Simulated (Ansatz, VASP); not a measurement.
# Bi4O: VASP beside Ansatz

```
Bi O
1.0
     5.18030    0.00000    0.00000
     0.00000    5.18030    0.00000
     0.00000    0.00000    5.18030
Bi O
4 1
Direct
  0.26223 0.26223 0.26223
  0.73777 0.73777 0.26223
  0.73777 0.26223 0.73777
  0.26223 0.73777 0.73777
  0.00000 0.00000 0.00000
```

Change from the starting cell: ordered vacancies on the anion sites of cuprite (P-43m, No. 215).

Alike in both runs: functional PBE; k mesh 4 × 4 × 4; occupations gaussian, width 0.1 eV; no spin polarisation.

Ansatz relaxed the structure, and its values are those at the end. VASP's run is a single point on that final structure, the one shown.

```csv
,VASP,Ansatz
version,VASP 6.6.1,Ansatz 0.2.0
potentials or method,"VASP PAW PBE potentials, release 64 (Bi_d, O), cutoff 520 eV","scalar-relativistic, plane waves, PAW"
valence electrons in the cell,66,66
```

|  | VASP | Ansatz | Ansatz less VASP |
| --- | --- | --- | --- |
| gap on the k mesh at the Fermi level (eV) | none | none | - |
| pressure (GPa) | 0.0 | 0.0 | +0.03 |
| rms of the force components (eV/Å) | 0.022 | 0.014 | -0.0083 |

A gap of «none» marks a metal or a gap that the smearing closes.

Spin-orbit coupling is off throughout.
